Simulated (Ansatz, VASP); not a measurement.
# One calculation of Re, two programs

```
Re
1.0
     2.76080    0.00000    0.00000
    -1.38040    2.39092    0.00000
     0.00000    0.00000    4.45820
Re
2
Direct
  0.33333 0.66667 0.25000
  0.66667 0.33333 0.75000
```

Alike in both runs: task relaxation of cell and atoms; functional LDA; k mesh 9 × 9 × 4; occupations gaussian, width 0.1 eV; no spin polarisation.

|  | VASP | Ansatz |
| --- | --- | --- |
| version | VASP 6.6.1 | Ansatz 0.2.0 |
| potentials or method | VASP PAW LDA potentials, release 64 (Re_sv_GW), cutoff 500 eV | scalar-relativistic, plane waves, PAW |
| valence electrons in the cell | 30 | 30 |

|  | VASP | Ansatz | Ansatz less VASP |
| --- | --- | --- | --- |
| gap on the k mesh at the Fermi level, each at its own relaxed structure (eV) | none | none | - |
| relaxed volume (Å³/atom) | 14.30 | 14.33 | +0.024 |
| relaxed cell length with the largest relative difference (Å) | 2.736 | 2.738 | +0.0020 |

LDA's correlation is that of Perdew and Zunger in VASP and of Perdew and Wang (1992) in Ansatz. A gap of «none» marks a metal or a gap that the smearing closes.

Spin-orbit coupling is off throughout.
